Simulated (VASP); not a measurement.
Crystal: Ni.

```
Ni
1.0
     0.00000    1.76196    1.76196
     1.76196    0.00000    1.76196
     1.76196    1.76196    0.00000
Ni
1
Cartesian
  0.0000 0.0000 0.0000
```

| Quantity | Value |
| --- | --- |
| Program | VASP 6.6.1 |
| Task | relaxation of cell and atoms |
| Functional | PBEsol |
| Potentials or basis | VASP PAW PBE potentials, release 64 (Ni) |
| Cutoff | 600 eV |
| k mesh | 21 × 21 × 21 |
| Occupations | fermi-dirac, width 0.1 eV |
| Spin | collinear spin, ferromagnetic start |
| Starting moments | [1.0] μB |

At the start: pressure -10.3 GPa; volume 10.94 Å³/atom.

Q: Where does the relaxation end?

A: Over 5 steps the energy falls by 18.6 meV/atom and the volume is 10.39 Å³/atom (-5.0 %); space group Fm-3m (No. 225, to 0.1 Å) before and after; moment 0.59 μB per cell.

The path:
| step | energy change (eV) | largest force (eV/Å) | pressure (GPa) | volume (Å³) |
| --- | --- | --- | --- | --- |
| 1 | 0.0000 | 0.0000 | -10.31 | 10.94 |
| 2 | 0.0020 | 0.0000 | 13.32 | 9.86 |
| 3 | -0.0186 | 0.0000 | -0.11 | 10.39 |
| 4 | -0.0186 | 0.0000 | 0.11 | 10.38 |
| 5 | -0.0186 | 0.0000 | -0.03 | 10.39 |

Final structure:
```
Ni
1.0
     0.00000    1.73198    1.73198
     1.73198    0.00000    1.73198
     1.73198    1.73198    0.00000
Ni
1
Cartesian
  1.7320 0.0000 1.7320
```

Caveat: the PAW data sets were made with another functional, which shifts forces and pressure a little.
